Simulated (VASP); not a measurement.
## ZnC4: single point with PBE

The system is ZnC4.

```
Zn C
1.0
     4.19042    0.00000    0.00000
    -2.09521    3.62901    0.00000
     0.00000    0.00000    4.04057
Zn C
1 4
Cartesian
  0.0000 0.0000 0.0000
  2.0952 0.0000 0.0000
  -1.0476 1.8145 0.0000
  1.0476 1.8145 0.0000
  0.0000 0.0000 2.0203
```

| Property | Result |
| --- | --- |
| Program | VASP 6.6.1 |
| Task | single point |
| Functional | PBE |
| Potentials or basis | VASP PAW PBE potentials, release 64 (Zn, C) |
| Cutoff | 520 eV |
| k mesh | 12 × 12 × 10 |
| Occupations | gaussian, width 0.1 eV |
| Spin | no spin polarisation |
| Dipole correction | no |
| k mesh for the DOS | 18 × 18 × 15 |
| Occupations for the DOS | tetrahedron |
| Further INCAR settings | ALGO = Normal; EDIFF = 1e-06; NBANDS = 22 |

The valence electrons inside the program's atomic spheres are Zn 11.22; C 2.10.

Levels at points of the mesh, in eV from the Fermi level:
| k point | band 12 | band 13 | band 14 | band 15 | band 16 | band 17 |
| --- | --- | --- | --- | --- | --- | --- |
| (0.00, 0.00, 0.00) | -4.53 | -4.53 | 0.21 | 0.86 | 0.86 | 1.81 |
| (0.50, 0.00, 0.00) | -1.35 | -0.44 | -0.39 | 0.74 | 1.26 | 1.46 |

It took 2.6 min on 1 thread of Intel(R) Xeon(R) 6975P-C (Granite Rapids) (shared host), peak memory 0.43 GiB.
